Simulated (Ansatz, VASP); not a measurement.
One calculation of Ta2N, two programs

INCAR

```
SYSTEM = Ta2N
PREC = Accurate ; ENCUT = 520
EDIFF = 1E-7 ; ISMEAR = 1
SIGMA = 0.005 ; LREAL = .FALSE.
LASPH = .TRUE. ; NELM = 150
ALGO = Normal ; ISIF = 2
LWAVE = .FALSE. ; LCHARG = .FALSE.
LMAXMIX = 4 ; LDAU = .TRUE.
LDAUTYPE = 2 ; LDAUL = 2 -1
LDAUU = 6.2 0 ; LDAUJ = 0 0
LDAUPRINT = 1 ; GGA = RE
NBANDS = 20
```

KPOINTS

```
regular mesh
0
G
  10 10 6
  0 0 0
```

The input POSCAR:

```
Ta2N
1.0
    3.1128615060      0.0000000000      0.0000000000
   -1.5564307530      2.6958171426      0.0000000000
    0.0000000000      0.0000000000      4.8698410000
Ta N
2 1
Direct
    0.3333333333      0.6666666667      0.2547110000
    0.6666666667      0.3333333333      0.7452890000
    0.0000000000      0.0000000000      0.0000000000
```

Contents of input.yaml:

```yaml
crystal:
  lattice:
    - [3.112861506, 0.0, 0.0]
    - [-1.556430753, 2.6958171426, 0.0]
    - [0.0, 0.0, 4.869841]
  atoms:
    - { symbol: Ta, position: [0.3333333333, 0.6666666667, 0.254711] }
    - { symbol: Ta, position: [0.6666666667, 0.3333333333, 0.745289] }
    - { symbol: "N", position: [0.0, 0.0, 0.0] }
hamiltonian:
  xc: revpbe
  pseudopotentials: { kind: nc, source: spms }
  hubbard: { sites: [{ species: Ta, l: d, u_eff: 6.2 }] }
kpoints:
  mp_grid: { grid: [10, 10, 6] }
scf:
  occupations: { method: cold, width: 0.005 }
  convergence: { dr2_threshold: 1.0e-11 }
output:
  forces: true
  stress: true
  eigenvalues: true
  bader: false
  populations: intrinsic
```

Alike in both runs: functional revPBE; k mesh 10 × 10 × 6; no spin polarisation; Hubbard terms Ta d U = 6.2 eV.

```csv
,VASP,Ansatz
version,VASP 6.6.1,Ansatz 0.2.0
potentials or method,"VASP PAW PBE potentials, release 64 (Ta_pv, N)",SPMS NC
plane-wave cutoff (eV),520,1034
occupations,"methfessel-paxton of order 1, width 0.005 eV","cold, width 0.005 eV"
valence electrons in the cell,27,31
task,single point,atomic charges
```

|  | VASP | Ansatz | Ansatz less VASP |
| --- | --- | --- | --- |
| gap on the k mesh at the Fermi level (eV) | none | none | - |
| pressure (GPa) | 20.0 | 5.9 | -14.08 |
| traceless stress, the component that is largest in VASP (GPa) | 4.96 | 6.06 | +1.109 |

VASP's potentials were made for PBE, not for revPBE. The programs project onto different local orbitals, so the same U acts differently, and such runs can settle in different states. A gap of «none» marks a metal or a gap that the smearing closes. VASP's potentials hold 27 valence electrons a cell and Ansatz's 31, so a difference there can come from the potentials and not from the codes.

Spin-orbit coupling is off throughout. Noted on Ansatz's run: the potentials were made for another functional, which shifts forces and pressure.
